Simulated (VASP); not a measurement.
# GaAs (I-4m2) in VASP: single point with r2SCAN

Aim: the single point of GaAs with r2SCAN.

All numbers are computed with VASP 6.6.1; they aren't measurements. Logs are shortened: lines on timing, memory, paths and dates and some standing lists are left out, and cuts for length are marked.

## (1) The cell of the first run

Symmetry: I-4m2, No. 119, tetragonal system. The conventional cell has a = 3.976 Å, b = 3.976 Å, c = 5.703 Å, α = 90.00°, β = 90.00°, γ = 90.00°. Ga (site symmetry -4m2) has 4 As at 2.45 Å within 3.2 Å. As (site symmetry -4m2) has 4 Ga at 2.45 Å within 3.2 Å.

## (2) Single point, r2SCAN (epitaxial xy strain -0.8%)

POSCAR

```
GaAs
1.0
    0.0000000000      2.8112703396      2.8516095966
    2.8112703396      0.0000000000      2.8516095966
    2.8112703396      2.8112703396      0.0000000000
Ga As
1 1
Direct
    0.0000000000      0.0000000000      0.0000000000
    0.2500000000      0.2500000000      0.2500000000
```

INCAR.step1

```
SYSTEM = GaAs
PREC     = Accurate       ! precision mode
ENCUT    = 520            ! plane-wave cutoff, eV
ISMEAR   = 0              ! smearing method
SIGMA    = 0.01           ! smearing width, eV
LREAL    = .False.        ! projectors in reciprocal space
LASPH    = .True.         ! aspherical terms in the spheres
NELM     = 100            ! most SCF steps
NBANDS   = 16             ! bands
GGA      = PE             ! functional
ALGO     = Normal         ! electronic algorithm
EDIFF    = 1E-4           ! SCF threshold, eV
LWAVE    = .True.         ! write WAVECAR
LCHARG   = .False.        ! write CHGCAR
```

INCAR.step2

```
SYSTEM = GaAs
PREC     = Accurate       ! precision mode
ENCUT    = 520            ! plane-wave cutoff, eV
EDIFF    = 1E-6           ! SCF threshold, eV
ISMEAR   = 0              ! smearing method
SIGMA    = 0.01           ! smearing width, eV
LREAL    = .False.        ! projectors in reciprocal space
LASPH    = .True.         ! aspherical terms in the spheres
NELM     = 100            ! most SCF steps
ALGO     = Normal         ! electronic algorithm
ISIF     = 2              ! what is computed and relaxed
LWAVE    = .False.        ! write WAVECAR
LCHARG   = .False.        ! write CHGCAR
METAGGA  = R2SCAN         ! meta-GGA
LMIXTAU  = .True.       
NBANDS   = 16             ! bands
ISTART   = 1
```

KPOINTS

```
regular mesh
0
Gamma
  8 8 8
  0 0 0
```

Potentials or basis: VASP PAW PBE potentials, release 64 (Ga_d, As).

Run with:

```sh
$ cat potpaw_PBE.64/Ga_d/POTCAR potpaw_PBE.64/As/POTCAR > POTCAR
$ cp INCAR.step1 INCAR
$ mpirun -np 1 vasp_std > vasp.out
$ cp INCAR.step2 INCAR
$ mpirun -np 1 vasp_std > vasp.out
```

OUTCAR:

```text
SYSTEM = GaAs
   PREC = Accurate
   ENCUT = 520
   EDIFF = 1E-6
   ISMEAR = 0
   LREAL = .False.
   LASPH = .True.
   NELM = 100
   ISIF = 2
   METAGGA = R2SCAN
   ISTART = 1

 ion  position               nearest neighbor table
   1  0.000  0.000  0.000-   2 2.45   2 2.45   2 2.45   2 2.45
   2  0.250  0.250  0.250-   1 2.45   1 2.45   1 2.45   1 2.45

  LATTYP: Found a body centered tetragonal cell.
 ALAT       =     3.9757366418
 C/A-ratio  =     1.4345062833

  Lattice vectors:

 A1 = (  -2.8112703396,   0.0000000000,   2.8516095966)
 A2 = (   2.8112703396,   0.0000000000,   2.8516095966)
 A3 = (   0.0000000000,   2.8112703396,  -2.8516095966)

Analysis of symmetry for initial positions (statically):
=====================================================================
 Subroutine PRICEL returns:
 Original cell was already a primitive cell.

 Routine SETGRP: Setting up the symmetry group for a
 body centered tetragonal supercell.

 Subroutine GETGRP returns: Found  8 space group operations
 (whereof  8 operations were pure point group operations)
 out of a pool of 16 trial point group operations.

The static configuration has the point symmetry D_2d.

Analysis of symmetry for dynamics (positions and initial velocities):
=====================================================================
 Subroutine PRICEL returns:
 Original cell was already a primitive cell.

 Routine SETGRP: Setting up the symmetry group for a
 body centered tetragonal supercell.

 Subroutine GETGRP returns: Found  8 space group operations
 (whereof  8 operations were pure point group operations)
 out of a pool of 16 trial point group operations.

The dynamic configuration has the point symmetry D_2d.

 Subroutine INISYM returns: Found  8 space group operations
 (whereof  8 operations are pure point group operations),
 and found     1 'primitive' translations

----------------------------------------------------------------------------------------

                                     Primitive cell

  volume of cell :      45.0739

  direct lattice vectors                    reciprocal lattice vectors
     0.000000000  2.811270340  2.851609597    -0.177855538  0.177855538  0.175339570
     2.811270340  0.000000000  2.851609597     0.177855538 -0.177855538  0.175339570
     2.811270340  2.811270340  0.000000000     0.177855538  0.177855538 -0.175339570

  length of vectors
     4.004362398  4.004362398  3.975736642     0.306609116  0.306609116  0.306609116

  position of ions in fractional coordinates (direct lattice)
     0.000000000  0.000000000  0.000000000
     0.250000000  0.250000000  0.250000000

  ion indices of the primitive-cell ions
   primitive index   ion index
                 1           1
                 2           2

----------------------------------------------------------------------------------------

 KPOINTS: regular mesh

Automatic generation of k-mesh.
 Grid dimensions read from file:
 generate k-points for:    8    8    8

 Generating k-lattice:

  Cartesian coordinates                     Fractional coordinates (reciprocal lattice)
    -0.022231942  0.022231942  0.021917446     0.125000000  0.000000000  0.000000000
     0.022231942 -0.022231942  0.021917446     0.000000000  0.125000000  0.000000000
     0.022231942  0.022231942 -0.021917446    -0.000000000 -0.000000000  0.125000000

  Length of vectors
     0.038326139  0.038326139  0.038326139

  Shift w.r.t. Gamma in fractional coordinates (k-lattice)
     0.000000000  0.000000000  0.000000000

 Subroutine IBZKPT returns following result:
 ===========================================

 Found     59 irreducible k-points:

 Following reciprocal coordinates:
            Coordinates               Weight
  0.000000  0.000000  0.000000      1.000000
  0.125000  0.000000  0.000000      8.000000
  0.250000  0.000000  0.000000      8.000000
  0.375000  0.000000  0.000000      8.000000
  0.500000  0.000000  0.000000      4.000000
  0.125000  0.125000  0.000000      2.000000
[... 16 lines left out ...]
  0.250000  0.000000  0.125000     16.000000
  0.375000  0.000000  0.125000     16.000000
 [... further k-points ...]
   k-points           NKPTS =     59   k-points in BZ     NKDIM =     59   number of bands    NBANDS=     16
   number of dos      NEDOS =    301   number of ions     NIONS =      2
   total plane-waves  NPLWV =  27000
   dimension x,y,z NGX =    30 NGY =   30 NGZ =   30
   dimension x,y,z NGXF=    60 NGYF=   60 NGZF=   60
   ions per type =               1   1
   NGX,Y,Z   is equivalent  to a cutoff of  12.45, 12.45, 12.54 a.u.
   NGXF,Y,Z  is equivalent  to a cutoff of  24.91, 24.91, 25.09 a.u.
 SYSTEM =  GaAs
   PREC   = accura    normal or accurate (medium, high low for compatibility)
   ISTART =      1    job   : 0-new  1-cont  2-samecut
   ICHARG =      0    charge: 1-file 2-atom 10-const
   ISPIN  =      1    spin polarized calculation?
   LNONCOLLINEAR =      F non collinear calculations
   LSORBIT =      F    spin-orbit coupling
   LASPH  =      T    aspherical Exc in radial PAW
   ENCUT  =  520.0 eV  38.22 Ry    6.18 a.u.   7.45  7.45  7.39*2*pi/ulx,y,z
   NELM   =    100;   NELMIN=  2; NELMDL=  0     # of ELM steps
   EDIFF  = 0.1E-05   stopping-criterion for ELM
   LREAL  =      F    real-space projection
   EDIFFG = 0.1E-04   stopping-criterion for IOM
   NSW    =      0    number of steps for IOM
   IBRION =     -1    ionic relax: 0-MD 1-quasi-New 2-CG
   NFREE  =      0    steps in history (QN), initial steepest desc. (CG)
   ISIF   =      2    stress and relaxation
   ISYM   =      2    0-nonsym 1-usesym 2-fastsym
   POTIM  = 0.5000    time-step for ionic-motion
   TEBEG  =    0.0;   TEEND  =   0.0 temperature during run
   PSTRESS=    0.0 pullay stress
   NELECT =      18.0000    total number of electrons
   NUPDOWN=      -1.0000    fix difference up-down
   EMIN   =  10.00;   EMAX   =-10.00  energy-range for DOS
   EFERMI =   0.00;   METHOD = LEGACY
   ISMEAR =     0;   SIGMA  =   0.01  broadening in eV -4-tet -1-fermi 0-gaus
   EFERMI_NEDOS =   21; number of points for ismear=-14 and -15
   IALGO  =     38    algorithm
   IMIX   =      4    mixing-type and parameters
     AMIX     =   0.40;   BMIX     =  1.00
     AMIX_MAG =   1.60;   BMIX_MAG =  1.00
  volume/ion in A,a.u.               =      22.54       152.09
  Fermi-wavevector in a.u.,A,eV,Ry     =   1.205565  2.278187 19.774525  1.453387
  Thomas-Fermi vector in A             =   2.341257
   LORBIT       =      0    0 simple, 1 ext, 2 COOP (PROOUT), +10 PAW based schemes
   METAGGA = R2SCAN    functional components
   LHFCALC =     F    Hartree Fock is set to
   AEXX    =    0.0000 exact exchange contribution
   IVDW    =     0    specifies the selected vdW correction
   LEPSILON=     F    determine dielectric tensor
   LRPA    =     F    only Hartree local field effects (RPA)
 non-spin polarized calculation
 Gauss-broadening in eV      SIGMA  =   0.01
  energy-cutoff  :      520.00
  volume of cell :       45.07
 maximum number of plane-waves:      1247
 NGX is ok and might be reduce to    30
   NGX = 15   NGY = 15   NGZ = 15

 number of electron      17.9999998 magnetization

 Free energy of the ion-electron system (eV)
  ---------------------------------------------------
  ext. energy  EPLUGINS =         0.00000000
  ---------------------------------------------------
  free energy    TOTEN  =       -27.05085499 eV

  energy without entropy =      -27.05085499  energy(sigma->0) =      -27.05085499

 E-fermi :   3.8461     XC(G=0): -10.2666

 val. band max:        3.7306141279   @ k =   0.0000   0.0000   0.0000
 cond. band min:       4.7152636584   @ k =   0.0000   0.0000   0.0000
 fundamental gap:      0.9846495305
 Fermi energy:         3.8461395063

 k-point     1 :       0.0000    0.0000    0.0000
  band No.  band energies     occupation
      1     -11.5408      2.00000
      2     -11.5373      2.00000
      3     -11.5373      2.00000
      4     -11.4496      2.00000
      5     -11.4472      2.00000
      6      -9.5257      2.00000
[... 8 lines left out ...]
     15      14.1910      0.00000
     16      14.4800      0.00000

 k-point     2 :       0.1250    0.0000    0.0000
  band No.  band energies     occupation
      1     -11.5542      2.00000
      2     -11.5357      2.00000
      3     -11.5334      2.00000
      4     -11.4499      2.00000
      5     -11.4472      2.00000
      6      -9.3325      2.00000
[... 8 lines left out ...]
     15      13.3937      0.00000
     16      13.5972      0.00000

 k-point     3 :       0.2500    0.0000    0.0000
  band No.  band energies     occupation
      1     -11.5875      2.00000
      2     -11.5273      2.00000
      3     -11.5251      2.00000
      4     -11.4496      2.00000
      5     -11.4464      2.00000
      6      -8.7945      2.00000
[... 8 lines left out ...]
     15      13.2950      0.00000
     16      13.3659      0.00000

 k-point     4 :       0.3750    0.0000    0.0000
  band No.  band energies     occupation
      1     -11.6166      2.00000
      2     -11.5204      2.00000
      3     -11.5182      2.00000
      4     -11.4478      2.00000
      5     -11.4440      2.00000
      6      -8.0757      2.00000
[... 8 lines left out ...]
     15      14.4612      0.00000
     16      14.5344      0.00000
[... 324 lines left out ...]
 k-point    22 :       0.1250    0.0000    0.1250
  band No.  band energies     occupation
      1     -11.5616      2.00000
      2     -11.5331      2.00000
      3     -11.5300      2.00000
      4     -11.4525      2.00000
      5     -11.4455      2.00000
      6      -9.2661      2.00000
[... 8 lines left out ...]
     15      13.2898      0.00000
     16      14.5241      0.00000

 k-point    23 :       0.2500    0.0000    0.1250
  band No.  band energies     occupation
      1     -11.5885      2.00000
      2     -11.5248      2.00000
      3     -11.5220      2.00000
      4     -11.4550      2.00000
      5     -11.4436      2.00000
      6      -8.8398      2.00000
[... 8 lines left out ...]
     15      14.3743      0.00000
     16      14.5403      0.00000

 k-point    24 :       0.3750    0.0000    0.1250
  band No.  band energies     occupation
      1     -11.6157      2.00000
      2     -11.5179      2.00000
      3     -11.5148      2.00000
      4     -11.4543      2.00000
      5     -11.4419      2.00000
      6      -8.1629      2.00000
[... 8 lines left out ...]
     15      14.5562      0.00000
     16      15.3484      0.00000

 [... further k-points ...]
[... 5 lines left out ...]
  --------------------------------------------------------------------------------------
  -------------------------------------------------------------------------------------
  Total        0.3194561      0.3194561      0.0428296      0.0000000      0.0000000      0.0000000
  in kB       11.3552426     11.3552426      1.5224018      0.0000000      0.0000000      0.0000000
  external PRESSURE =       8.0776290 kB  Pullay stress =       0.0000000 kB

 VOLUME and BASIS-vectors are now :
 -----------------------------------------------------------------------------
  energy-cutoff  :      520.00
  volume of cell :       45.07
      direct lattice vectors                 reciprocal lattice vectors
     0.000000000  2.811270340  2.851609597    -0.177855538  0.177855538  0.175339570
     2.811270340  0.000000000  2.851609597     0.177855538 -0.177855538  0.175339570
     2.811270340  2.811270340  0.000000000     0.177855538  0.177855538 -0.175339570

 POSITION                                       TOTAL-FORCE (eV/Angst)
 -----------------------------------------------------------------------------------
      0.00000      0.00000      0.00000        -0.000000     -0.000000      0.000000
      1.40564      1.40564      1.42580         0.000000      0.000000      0.000000
 -----------------------------------------------------------------------------------
    total drift:                                0.000006      0.000006     -0.000008

  FREE ENERGIE OF THE ION-ELECTRON SYSTEM (eV)
  ---------------------------------------------------
  free  energy   TOTEN  =       -27.0508549928 eV

  energy  without entropy=      -27.0508549928  energy(sigma->0) =      -27.05085499
```

Wall time 2.2 min (1 thread of AMD EPYC 9R45 (Zen 5), shared host); peak memory 0.16 GiB.

What came out:

- Free energy: -27.0509 eV
- Pressure: 0.8 GPa
- Band gap on the k mesh: 0.98 eV

Caveat: the cell differs from its parent crystal (epitaxial xy strain -0.8%); the PAW data sets were made with another functional, which shifts forces and pressure a little. A k mesh can miss the band edges.
